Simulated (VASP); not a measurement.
A run of VASP 6.6.1:

POSCAR

```
RbW
1.0
    2.0170941200      3.4937040500      0.0000000000
   -2.0170941200      3.4937040500      0.0000000000
    0.0000000000      0.0000000000      3.9379337000
W Rb
1 1
Direct
    0.0000000000      0.0000000000      0.0000000000
    0.6666700000      0.6666600000      0.5000000000
```

Contents of INCAR.step1:

```
SYSTEM = RbW
ALGO = Normal
EDIFF = 1E-5
ENCUT = 520
GGA = PE
ISIF = 2
ISMEAR = -1
ISPIN = 2
LASPH = .TRUE.
LCHARG = .FALSE.
LMAXMIX = 4
LORBIT = 11
LREAL = .FALSE.
LWAVE = .TRUE.
MAGMOM = 3.5 0.24
NBANDS = 22
NELM = 150
PREC = Accurate
SIGMA = 0.1
```

INCAR.step2

```
SYSTEM = RbW
ALGO = Normal
EDIFF = 1E-6
ENCUT = 520
GGA = PE
HFSCREEN = 0.2079
ISIF = 2
ISMEAR = -1
ISPIN = 2
ISTART = 1
LASPH = .TRUE.
LCHARG = .FALSE.
LHFCALC = .TRUE.
LMAXMIX = 4
LORBIT = 11
LREAL = .FALSE.
LWAVE = .FALSE.
MAGMOM = 3.5 0.24
NBANDS = 22
NELM = 150
PREC = Accurate
PRECFOCK = Normal
SIGMA = 0.1
```

Contents of KPOINTS:

```
k-points
0
G
  3 3 3
  0 0 0
```

Potentials or basis: VASP PAW PBE potentials, release 64 (W_sv, Rb_sv).

Launch:

```bash
$ cat potpaw_PBE.64/W_sv/POTCAR potpaw_PBE.64/Rb_sv/POTCAR > POTCAR
$ cp INCAR.step1 INCAR
$ mpirun -np 1 vasp_std > vasp.out
$ cp INCAR.step2 INCAR
$ mpirun -np 1 vasp_std > vasp.out
```

Hardware: 1 thread of Intel(R) Xeon(R) Platinum 8375C CPU @ 2.90GHz (Ice Lake) (shared host).

Q: How long does it take, and how much memory?

A: Run time: 12 min on 1 thread of Intel(R) Xeon(R) Platinum 8375C CPU @ 2.90GHz (Ice Lake), with other jobs on the host, peak memory 0.31 GiB. Counts: k points 8.
